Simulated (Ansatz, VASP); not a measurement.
## ScAl4As in VASP and in Ansatz

```
CELL_PARAMETERS angstrom
0.00000 4.52080 4.52080
4.52080 0.00000 4.52080
4.52080 4.52080 0.00000
ATOMIC_POSITIONS crystal
Sc 0.50000 0.50000 0.50000
Al 0.90049 0.29853 0.90049
Al 0.90049 0.90049 0.90049
Al 0.29853 0.90049 0.90049
Al 0.90049 0.90049 0.29853
As 0.75000 0.75000 0.75000
```

Alike in both runs: task relaxation of cell and atoms; functional PBE; k mesh 8 × 8 × 8; occupations gaussian, width 0.1 eV; no spin polarisation.

|  | VASP | Ansatz |
| --- | --- | --- |
| version | VASP 6.6.1 | Ansatz 0.2.0 |
| potentials or method | VASP PAW PBE potentials, release 64 (Sc_sv, Al, As), cutoff 600 eV | scalar-relativistic, plane waves, PAW |
| valence electrons in the cell | 28 | 38 |

Ansatz gave:

```
gap on the k mesh at the Fermi level, each at its own relaxed structure (eV) : none
relaxed volume (Å³/atom)                                                     : 30.99
relaxed cell length with the largest relative difference (Å)                 : 6.406
```

Question: What did VASP give for the same quantities?

Answer: gap on the k mesh at the Fermi level, each at its own relaxed structure (eV): none; relaxed volume (Å³/atom): 31.01; relaxed cell length with the largest relative difference (Å): 6.408.

A gap of «none» marks a metal or a gap that the smearing closes. VASP's potentials hold 28 valence electrons a cell and Ansatz's 38, so a difference there can come from the potentials and not from the codes.
